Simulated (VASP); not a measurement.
# MgSe (Fm-3m) in VASP: further runs

Aim: see how the results for MgSe move with the level of theory and the settings. Levels: PBEsol, r2SCAN. Tasks: single point.

All numbers are computed with VASP 6.6.1; they aren't measurements. Logs are shortened: lines on timing, memory, paths and dates and some standing lists are left out, and cuts for length are marked.

### Step 1. The cell of the first run

Symmetry: Fm-3m, No. 225, cubic system. The conventional cell has a = 5.450 Å, b = 5.450 Å, c = 5.450 Å, α = 90.00°, β = 90.00°, γ = 90.00°. Mg (site symmetry m-3m) has 6 Se at 2.72 Å within 3.6 Å. Se (site symmetry m-3m) has 6 Mg at 2.72 Å within 3.6 Å.

### Step 2. Single point, PBEsol

Input file INCAR:

```
ALGO = Normal ; EDIFF = 1E-6
ENCUT = 600 ; GGA = PS
GGA_COMPAT = False ; ISIF = 2
ISMEAR = -1 ; LASPH = True
LCHARG = False ; LREAL = False
LWAVE = False ; NBANDS = 11
NELM = 120 ; PREC = Accurate
SIGMA = 0.05
```

Input file KPOINTS:

```
k-points
0
Gamma
  8 8 8
```

Input file POSCAR:

```
MgSe
1.0
    0.0000000000      2.7248740000      2.7248740000
    2.7248740000      0.0000000000      2.7248740000
    2.7248740000      2.7248740000      0.0000000000
Mg Se
1 1
Direct
    0.0000000000      0.0000000000      0.0000000000
    0.5000000000      0.5000000000      0.5000000000
```

Potentials or basis: VASP PAW PBE potentials, release 64 (Mg, Se).

Run with:

```
> cat potpaw_PBE.64/Mg/POTCAR potpaw_PBE.64/Se/POTCAR > POTCAR
> mpirun -np 1 vasp_std > vasp.out
```

OUTCAR:

```text
EDIFF = 1E-6
   ENCUT = 600
   GGA = PS
   ISIF = 2
   ISMEAR = -1
   LASPH = True
   LREAL = False
   NELM = 120
   PREC = Accurate

 ion  position               nearest neighbor table
   1  0.000  0.000  0.000-   2 2.72   2 2.72   2 2.72   2 2.72   2 2.72   2 2.72
   2  0.500  0.500  0.500-   1 2.72   1 2.72   1 2.72   1 2.72   1 2.72   1 2.72

  LATTYP: Found a face centered cubic cell.
 ALAT       =     5.4497480000

  Lattice vectors:

 A1 = (   0.0000000000,   2.7248740000,   2.7248740000)
 A2 = (   2.7248740000,   0.0000000000,   2.7248740000)
 A3 = (   2.7248740000,   2.7248740000,   0.0000000000)

Analysis of symmetry for initial positions (statically):
=====================================================================
 Subroutine PRICEL returns:
 Original cell was already a primitive cell.

 Routine SETGRP: Setting up the symmetry group for a
 face centered cubic supercell.

 Subroutine GETGRP returns: Found 48 space group operations
 (whereof 48 operations were pure point group operations)
 out of a pool of 48 trial point group operations.

The static configuration has the point symmetry O_h .

Analysis of symmetry for dynamics (positions and initial velocities):
=====================================================================
 Subroutine PRICEL returns:
 Original cell was already a primitive cell.

 Routine SETGRP: Setting up the symmetry group for a
 face centered cubic supercell.

 Subroutine GETGRP returns: Found 48 space group operations
 (whereof 48 operations were pure point group operations)
 out of a pool of 48 trial point group operations.

The dynamic configuration has the point symmetry O_h .

 Subroutine INISYM returns: Found 48 space group operations
 (whereof 48 operations are pure point group operations),
 and found     1 'primitive' translations

----------------------------------------------------------------------------------------

                                     Primitive cell

  volume of cell :      40.4640

  direct lattice vectors                    reciprocal lattice vectors
     0.000000000  2.724874000  2.724874000    -0.183494723  0.183494723  0.183494723
     2.724874000  0.000000000  2.724874000     0.183494723 -0.183494723  0.183494723
     2.724874000  2.724874000  0.000000000     0.183494723  0.183494723 -0.183494723

  length of vectors
     3.853553767  3.853553767  3.853553767     0.317822183  0.317822183  0.317822183

  position of ions in fractional coordinates (direct lattice)
     0.000000000  0.000000000  0.000000000
     0.500000000  0.500000000  0.500000000

  ion indices of the primitive-cell ions
   primitive index   ion index
                 1           1
                 2           2

----------------------------------------------------------------------------------------

 KPOINTS: k-points

Automatic generation of k-mesh.
 Grid dimensions read from file:
 generate k-points for:    8    8    8

 Generating k-lattice:

  Cartesian coordinates                     Fractional coordinates (reciprocal lattice)
    -0.022936840  0.022936840  0.022936840     0.125000000  0.000000000  0.000000000
     0.022936840 -0.022936840  0.022936840     0.000000000  0.125000000  0.000000000
     0.022936840  0.022936840 -0.022936840     0.000000000  0.000000000  0.125000000

  Length of vectors
     0.039727773  0.039727773  0.039727773

  Shift w.r.t. Gamma in fractional coordinates (k-lattice)
     0.000000000  0.000000000  0.000000000

 Subroutine IBZKPT returns following result:
 ===========================================

 Found     29 irreducible k-points:

 Following reciprocal coordinates:
            Coordinates               Weight
  0.000000  0.000000  0.000000      1.000000
  0.125000  0.000000  0.000000      8.000000
  0.250000  0.000000  0.000000      8.000000
  0.375000  0.000000  0.000000      8.000000
  0.500000  0.000000  0.000000      4.000000
  0.125000  0.125000  0.000000      6.000000
[... 16 lines left out ...]
  0.500000  0.250000  0.125000     48.000000
 -0.375000  0.250000  0.125000     24.000000
 [... further k-points ...]
   k-points           NKPTS =     29   k-points in BZ     NKDIM =     29   number of bands    NBANDS=     11
   number of dos      NEDOS =    301   number of ions     NIONS =      2
   total plane-waves  NPLWV =  32768
   dimension x,y,z NGX =    32 NGY =   32 NGZ =   32
   dimension x,y,z NGXF=    64 NGYF=   64 NGZF=   64
   ions per type =               1   1
   NGX,Y,Z   is equivalent  to a cutoff of  13.81, 13.81, 13.81 a.u.
   NGXF,Y,Z  is equivalent  to a cutoff of  27.61, 27.61, 27.61 a.u.
 SYSTEM =  unknown system
   PREC   = accura    normal or accurate (medium, high low for compatibility)
   ISTART =      0    job   : 0-new  1-cont  2-samecut
   ICHARG =      2    charge: 1-file 2-atom 10-const
   ISPIN  =      1    spin polarized calculation?
   LNONCOLLINEAR =      F non collinear calculations
   LSORBIT =      F    spin-orbit coupling
   LASPH  =      T    aspherical Exc in radial PAW
   ENCUT  =  600.0 eV  44.10 Ry    6.64 a.u.   7.70  7.70  7.70*2*pi/ulx,y,z
   NELM   =    120;   NELMIN=  2; NELMDL= -5     # of ELM steps
   EDIFF  = 0.1E-05   stopping-criterion for ELM
   LREAL  =      F    real-space projection
   EDIFFG = 0.1E-04   stopping-criterion for IOM
   NSW    =      0    number of steps for IOM
   IBRION =     -1    ionic relax: 0-MD 1-quasi-New 2-CG
   NFREE  =      0    steps in history (QN), initial steepest desc. (CG)
   ISIF   =      2    stress and relaxation
   ISYM   =      2    0-nonsym 1-usesym 2-fastsym
   POTIM  = 0.5000    time-step for ionic-motion
   TEBEG  =    0.0;   TEEND  =   0.0 temperature during run
   PSTRESS=    0.0 pullay stress
   NELECT =       8.0000    total number of electrons
   NUPDOWN=      -1.0000    fix difference up-down
   EMIN   =  10.00;   EMAX   =-10.00  energy-range for DOS
   EFERMI =   0.00;   METHOD = LEGACY
   ISMEAR =    -1;   SIGMA  =   0.05  broadening in eV -4-tet -1-fermi 0-gaus
   EFERMI_NEDOS =   21; number of points for ismear=-14 and -15
   IALGO  =     38    algorithm
   IMIX   =      4    mixing-type and parameters
     AMIX     =   0.40;   BMIX     =  1.00
     AMIX_MAG =   1.60;   BMIX_MAG =  1.00
  volume/ion in A,a.u.               =      20.23       136.53
  Fermi-wavevector in a.u.,A,eV,Ry     =   0.953707  1.802245 12.375281  0.909557
  Thomas-Fermi vector in A             =   2.082387
   LORBIT       =      0    0 simple, 1 ext, 2 COOP (PROOUT), +10 PAW based schemes
   GGA     = PS    functional components
   LHFCALC =     F    Hartree Fock is set to
   AEXX    =    0.0000 exact exchange contribution
   IVDW    =     0    specifies the selected vdW correction
   LEPSILON=     F    determine dielectric tensor
   LRPA    =     F    only Hartree local field effects (RPA)
 non-spin polarized calculation
  energy-cutoff  :      600.00
  volume of cell :       40.46
 maximum number of plane-waves:      1365
   NGX = 15   NGY = 15   NGZ = 15

 number of electron       8.0000000 magnetization

 Free energy of the ion-electron system (eV)
  ---------------------------------------------------
  ext. energy  EPLUGINS =         0.00000000
  ---------------------------------------------------
  free energy    TOTEN  =        -8.10615235 eV

  energy without entropy =       -8.10615235  energy(sigma->0) =       -8.10615235

 E-fermi :   4.0573     XC(G=0):  -9.6228

 val. band max:        3.1495782377   @ k =   0.0000   0.0000   0.0000
 cond. band min:       4.9125371117   @ k =   0.5000   0.5000   0.0000
 fundamental gap:      1.7629588739
 Fermi energy:         4.0572884026

 k-point     1 :       0.0000    0.0000    0.0000
  band No.  band energies     occupation
      1      -9.8257      2.00000
      2       3.1496      2.00000
      3       3.1496      2.00000
      4       3.1496      2.00000
      5       5.6543      0.00000
      6      10.4816      0.00000
      7      10.4816      0.00000
      8      10.4816      0.00000
      9      13.0915      0.00000
     10      13.0915      0.00000
     11      13.9429      0.00000

 k-point     2 :       0.1250    0.0000    0.0000
  band No.  band energies     occupation
      1      -9.6920      2.00000
      2       1.9083      2.00000
      3       3.0468      2.00000
      4       3.0468      2.00000
      5       6.6318      0.00000
      6      10.1578      0.00000
      7      10.7116      0.00000
      8      10.7116      0.00000
      9      12.0707      0.00000
     10      12.0707      0.00000
     11      13.8517      0.00000

 k-point     3 :       0.2500    0.0000    0.0000
  band No.  band energies     occupation
      1      -9.3332      2.00000
      2       0.0982      2.00000
      3       2.8250      2.00000
      4       2.8250      2.00000
      5       7.1717      0.00000
      6      10.1632      0.00000
      7      10.1632      0.00000
      8      10.8545      0.00000
      9      12.6687      0.00000
     10      12.6687      0.00000
     11      13.0692      0.00000

 k-point     4 :       0.3750    0.0000    0.0000
  band No.  band energies     occupation
      1      -8.9036      2.00000
      2      -1.3038      2.00000
      3       2.6318      2.00000
      4       2.6318      2.00000
      5       6.9724      0.00000
      6       9.4473      0.00000
      7       9.4473      0.00000
      8      11.8332      0.00000
      9      13.3426      0.00000
     10      14.6000      0.00000
     11      14.6000      0.00000

 k-point     5 :       0.5000    0.0000    0.0000
  band No.  band energies     occupation
      1      -8.6949      2.00000
      2      -1.8490      2.00000
      3       2.5585      2.00000
      4       2.5585      2.00000
      5       6.8563      0.00000
      6       9.1920      0.00000
      7       9.1920      0.00000
      8      11.7496      0.00000
      9      14.4712      0.00000
     10      16.9385      0.00000
     11      16.9385      0.00000
[... 211 lines left out ...]
 k-point    21 :       0.5000    0.5000    0.0000
  band No.  band energies     occupation
      1      -8.3690      2.00000
      2      -1.1700      2.00000
      3       1.3423      2.00000
      4       1.3423      2.00000
      5       4.9125      0.00000
      6       6.9865      0.00000
      7      14.7949      0.00000
      8      15.2681      0.00000
      9      15.2681      0.00000
     10      15.7789      0.00000
     11      19.0282      0.00000

 k-point    22 :       0.3750    0.2500    0.1250
  band No.  band energies     occupation
      1      -9.0538      2.00000
      2      -0.1583      2.00000
      3       1.5842      2.00000
      4       2.4354      2.00000
      5       7.9769      0.00000
      6       9.0768      0.00000
      7       9.3594      0.00000
      8      11.5340      0.00000
      9      12.6160      0.00000
     10      15.5509      0.00000
     11      16.0030      0.00000

 k-point    23 :       0.5000    0.2500    0.1250
  band No.  band energies     occupation
      1      -8.6930      2.00000
      2      -0.9626      2.00000
      3       1.0304      2.00000
      4       2.0942      2.00000
      5       7.8726      0.00000
      6       8.7717      0.00000
      7      10.3031      0.00000
      8      11.4133      0.00000
      9      13.9927      0.00000
     10      15.7612      0.00000
     11      16.5173      0.00000

 k-point    24 :      -0.3750    0.2500    0.1250
  band No.  band energies     occupation
      1      -8.5237      2.00000
      2      -1.3287      2.00000
      3       0.8855      2.00000
      4       1.9164      2.00000
      5       7.8525      0.00000
      6       8.4785      0.00000
      7      10.8575      0.00000
      8      12.1518      0.00000
      9      14.1334      0.00000
     10      14.8508      0.00000
     11      17.1568      0.00000

 [... further k-points ...]

------------------------ aborting loop because EDIFF is reached ----------------------------------------

  FORCE on cell =-STRESS in cart. coord.  units (eV):
  Direction    XX          YY          ZZ          XY          YZ          ZX
  --------------------------------------------------------------------------------------
  -------------------------------------------------------------------------------------
  Total       -0.0139258     -0.0139258     -0.0139258      0.0000000      0.0000000      0.0000000
  in kB       -0.5513923     -0.5513923     -0.5513923      0.0000000      0.0000000      0.0000000
  external PRESSURE =      -0.5513923 kB  Pullay stress =       0.0000000 kB

 VOLUME and BASIS-vectors are now :
 -----------------------------------------------------------------------------
  energy-cutoff  :      600.00
  volume of cell :       40.46
      direct lattice vectors                 reciprocal lattice vectors
     0.000000000  2.724874000  2.724874000    -0.183494723  0.183494723  0.183494723
     2.724874000  0.000000000  2.724874000     0.183494723 -0.183494723  0.183494723
     2.724874000  2.724874000  0.000000000     0.183494723  0.183494723 -0.183494723

 POSITION                                       TOTAL-FORCE (eV/Angst)
 -----------------------------------------------------------------------------------
      0.00000      0.00000      0.00000         0.000000      0.000000     -0.000000
      2.72487      2.72487      2.72487        -0.000000     -0.000000      0.000000
 -----------------------------------------------------------------------------------
    total drift:                               -0.000000     -0.000000      0.000000

  FREE ENERGIE OF THE ION-ELECTRON SYSTEM (eV)
  ---------------------------------------------------
  free  energy   TOTEN  =        -8.1061523482 eV

  energy  without entropy=       -8.1061523474  energy(sigma->0) =       -8.10615235
```

It took 25 s on 1 thread of Intel Xeon 8259CL, shared host; peak memory 0.18 GiB.

What came out:

```
Free energy            : -8.1062 eV
Pressure               : -0.1 GPa
Band gap on the k mesh : 1.76 eV (least direct gap 2.50 eV)
```

Caveat: the PAW data sets were made with another functional, which shifts forces and pressure a little. A k mesh can miss the band edges.

### Step 3. Single point, r2SCAN

POSCAR is that of step 2.

Input file INCAR.step1:

```
SYSTEM = MgSe
  PREC = Accurate
  ENCUT = 660
  ISMEAR = -1
  SIGMA = 0.05
  LREAL = .False.
  LASPH = .True.
  NELM = 120
  NBANDS = 11
  GGA = PE
  ALGO = Normal
  EDIFF = 1E-5
  LWAVE = .True.
  LCHARG = .False.
  GGA_COMPAT = .False.
```

Input file INCAR.step2:

```
SYSTEM = MgSe
  PREC = Accurate
  ENCUT = 660
  EDIFF = 1E-6
  ISMEAR = -1
  SIGMA = 0.05
  LREAL = .False.
  LASPH = .True.
  NELM = 120
  ALGO = Normal
  ISIF = 2
  LWAVE = .False.
  LCHARG = .False.
  METAGGA = R2SCAN
  LMIXTAU = .True.
  NBANDS = 11
  ISTART = 1
  GGA_COMPAT = .False.
```

Input file KPOINTS:

```
Automatic mesh
0
Gamma
  8 8 8
  0 0 0
```

Potentials or basis: VASP PAW PBE potentials, release 64 (Mg, Se).

Run with:

```
> cat potpaw_PBE.64/Mg/POTCAR potpaw_PBE.64/Se/POTCAR > POTCAR
> cp INCAR.step1 INCAR
> mpirun -np 1 vasp_std > vasp.out
> cp INCAR.step2 INCAR
> mpirun -np 1 vasp_std > vasp.out
```

Wall time 2.1 min (1 thread of Intel Xeon 8259CL, shared host); peak memory 0.2 GiB.

The run converged. Its results:

- Free energy: -21.3811 eV
- Pressure: 0.5 GPa
- Band gap on the k mesh: 2.46 eV (least direct gap 3.50 eV)

Levels at points of the mesh, in eV from the valence-band top:
| k point | band 1 | band 2 | band 3 | band 4 | band 5 | band 6 | band 7 | band 8 |
| --- | --- | --- | --- | --- | --- | --- | --- | --- |
| (0.00, 0.00, 0.00) | -13.39 | 0.00 | 0.00 | 0.00 | 3.50 | 8.02 | 8.02 | 8.02 |
| (0.50, 0.00, 0.00) | -12.23 | -4.98 | -0.61 | -0.61 | 4.53 | 6.71 | 6.71 | 9.67 |
| (0.50, 0.50, 0.00) | -11.89 | -4.33 | -1.82 | -1.82 | 2.46 | 4.53 | 12.87 | 13.30 |

Caveat: the PAW data sets were made with another functional, which shifts forces and pressure a little.
